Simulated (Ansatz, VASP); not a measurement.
# GaSb: VASP beside Ansatz

```xyz
2
Lattice="-1.5662 2.6927 2.9125 1.5662 -2.6927 2.9125 1.5662 2.6927 -2.9125" Properties=species:S:1:pos:R:3 pbc="T T T"
Sb    0.0000    0.0000    2.9125
Ga    0.0000    0.0000    0.0000
```

Change from the starting cell: volume scaled by 1.02.

Alike in both runs: task single point; functional PBE; k mesh 10 × 10 × 10; occupations fermi-dirac, width 0.05 eV; no spin polarisation.

|  | VASP | Ansatz |
| --- | --- | --- |
| version | VASP 6.6.1 | Ansatz 0.2.0 |
| potentials or method | VASP PAW PBE potentials, release 64 (Sb, Ga_d), cutoff 520 eV | all-electron LAPW, scalar-relativistic |

Ansatz gave:

```
gap on the k mesh at the Fermi level (eV)                     : none
pressure (GPa)                                                : -1.1
traceless stress, the component that is largest in VASP (GPa) : 0.95
```

Q: Which values does VASP return?

A: gap on the k mesh at the Fermi level (eV): none; pressure (GPa): -1.1; traceless stress, the component that is largest in VASP (GPa): 0.92.

A gap of «none» marks a metal or a gap that the smearing closes. Ansatz ran all-electron here, and VASP with PAW potentials.

Spin-orbit coupling is off throughout.
